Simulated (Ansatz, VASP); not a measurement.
## One calculation of MgB2, two programs

Contents of INCAR:

```
PREC = Accurate
ENCUT = 520
EDIFF = 1E-6
ISMEAR = -1
SIGMA = 0.05
LREAL = F
LASPH = T
NELM = 100
ALGO = Normal
ISIF = 2
LWAVE = F
LCHARG = F
NBANDS = 11
```

The input KPOINTS:

```
regular mesh
0
Gamma
  15 15 12
```

The input POSCAR:

```
MgB2
1.0
    3.1455062765      0.0000000000      0.0000000000
   -1.5727531383      2.7240883433      0.0000000000
    0.0000000000      0.0000000000      3.5920959734
Mg B
1 2
Direct
    0.0000000000      0.0000000000      0.0000000000
    0.3333333333      0.6666666667      0.5000000000
    0.6666666667      0.3333333333      0.5000000000
```

Input for Ansatz:

```yaml
crystal:
  lattice:
    - [3.1455062765, 0.0, 0.0]
    - [-1.5727531383, 2.7240883433, 0.0]
    - [0.0, 0.0, 3.5920959734]
  atoms:
    - { symbol: Mg, position: [0.0, 0.0, 0.0] }
    - { symbol: B, position: [0.3333333333, 0.6666666667, 0.5] }
    - { symbol: B, position: [0.6666666667, 0.3333333333, 0.5] }
kpoints:
  mp_grid: { grid: [15, 15, 12] }
  band_path:
    path:
      - [0.0, 0.0, 0.0]
      - [0.5, 0.0, 0.0]
      - [0.3333333333, 0.3333333333, 0.0]
      - [0.0, 0.0, 0.0]
      - [0.0, 0.0, 0.5]
      - [0.5, 0.0, 0.5]
      - [0.3333333333, 0.3333333333, 0.5]
      - [0.0, 0.0, 0.5]
      - [0.5, 0.0, 0.5]
    npoints: 5
scf:
  occupations: { method: fermi_dirac, width: 0.05 }
hamiltonian:
  xc: lda
  pseudopotentials: { kind: all_electron, lapw: { basis_error: 0.0005 } }
output:
  forces: true
  stress: true
  eigenvalues: true
```

Change from the starting cell: volume scaled by 1.06.

Alike in both runs: task single point; functional LDA; k mesh 15 × 15 × 12; occupations fermi-dirac, width 0.05 eV; no spin polarisation.

|  | VASP | Ansatz |
| --- | --- | --- |
| version | VASP 6.6.1 | Ansatz 0.2.0 |
| potentials or method | VASP PAW LDA potentials, release 64 (Mg, B), cutoff 520 eV | all-electron LAPW, scalar-relativistic |

Ansatz gave:

- pressure (GPa): -14.7
- traceless stress, the component that is largest in VASP (GPa): 3.68

Question: Estimate VASP's values.

Answer: Pressure (GPa): -15.3; traceless stress, the component that is largest in VASP (GPa): 3.56.

LDA's correlation is that of Perdew and Zunger in VASP and of Perdew and Wang (1992) in Ansatz. Ansatz ran all-electron here, and VASP with PAW potentials.
